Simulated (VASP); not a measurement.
Set up this calculation in VASP 6.6.1, as the native input.

* Task: single point
* Functional: PBEsol
* Potentials or basis: VASP PAW PBE potentials, release 64 (Al, Ni)
* Cutoff: 520 eV
* k mesh: 16 × 16 × 16
* Occupations: gaussian, width 0.1 eV
* Spin: no spin polarisation
* Dipole correction: no
* Further INCAR settings: ALGO = Fast; EDIFF = 1e-06; NBANDS = 14

The structure of AlNi lies in POSCAR:

```
AlNi
1.0
    1.9167256619     -1.9167256619      0.0000000000
    1.9167256619      1.9167256619      0.0000000000
    0.0000000000      0.0000000000      2.7119825001
Al Ni
1 1
Direct
    0.0000000000      0.0000000000      0.0000000000
    0.5000000000      0.5000000000      0.5000000000
```

These files were run (other wordings do the same):

INCAR

```
PREC = Accurate ; ENCUT = 520
EDIFF = 1E-6 ; ISMEAR = 0
SIGMA = 0.1 ; LREAL = False
LASPH = True ; NELM = 80
ALGO = Fast ; ISIF = 2
LWAVE = False ; LCHARG = True
GGA = PS ; LELF = True
LVHAR = True ; NBANDS = 14
```

KPOINTS

```
regular mesh
0
Gamma
  16 16 16
```

Potentials or basis: VASP PAW PBE potentials, release 64 (Al, Ni).

Run with:

```console
$ cat potpaw_PBE.64/Al/POTCAR potpaw_PBE.64/Ni/POTCAR > POTCAR
$ mpirun -np 1 vasp_std > vasp.out
```

It gave:

```yaml
Pressure: 40.1 GPa
Band_gap_on_the_k_mesh: zero (an odd number of electrons rules out a gap without spin polarisation)
```

Caveat: the cell stands under pressure; the PAW data sets were made with another functional, which shifts forces and pressure a little.

It took 2.6 min on 1 thread of Intel Xeon 8259CL (shared host), peak memory 0.22 GiB.
